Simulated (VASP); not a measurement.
## Ru: single point with PBE

Crystal: Ru.

```xyz
2
Lattice="2.7761 0.0000 0.0000 -1.3881 2.4042 0.0000 0.0000 0.0000 4.3932" Properties=species:S:1:pos:R:3 pbc="T T T"
Ru    0.0000    1.6028    1.0983
Ru    1.3881    0.8014    3.2949
```

| Property | Result |
| --- | --- |
| Program | VASP 6.6.1 |
| Task | single point |
| Functional | PBE |
| Potentials or basis | VASP PAW PBE potentials, release 64 (Ru_pv) |
| Cutoff | 520 eV |
| k mesh | 12 × 12 × 7 |
| Occupations | fermi-dirac, width 0.05 eV |
| Spin | no spin polarisation |

The pressure is -17.1 GPa and the band gap on the k mesh is zero (band 14 reaches 12.72 eV, above the bottom of band 15 at 10.11 eV).

Stress tensor (GPa, compression positive):
```
-16.68   0.00   0.00
  0.00 -16.68   0.00
  0.00   0.00 -17.80
```

Levels at points of the mesh, in eV from the Fermi level:
```
           k point  band 12  band 13  band 14  band 15  band 16  band 17
(0.00, 0.00, 0.00)    -1.74    -1.74    -1.26    -1.26     1.02     1.02
(0.50, 0.00, 0.00)    -1.67    -1.40     1.22     1.58     1.65     3.64
```

It took 22 s on 1 thread of AMD EPYC 9R45 96-Core Processor (Zen 5), with other jobs on the host, peak memory 0.15 GiB.
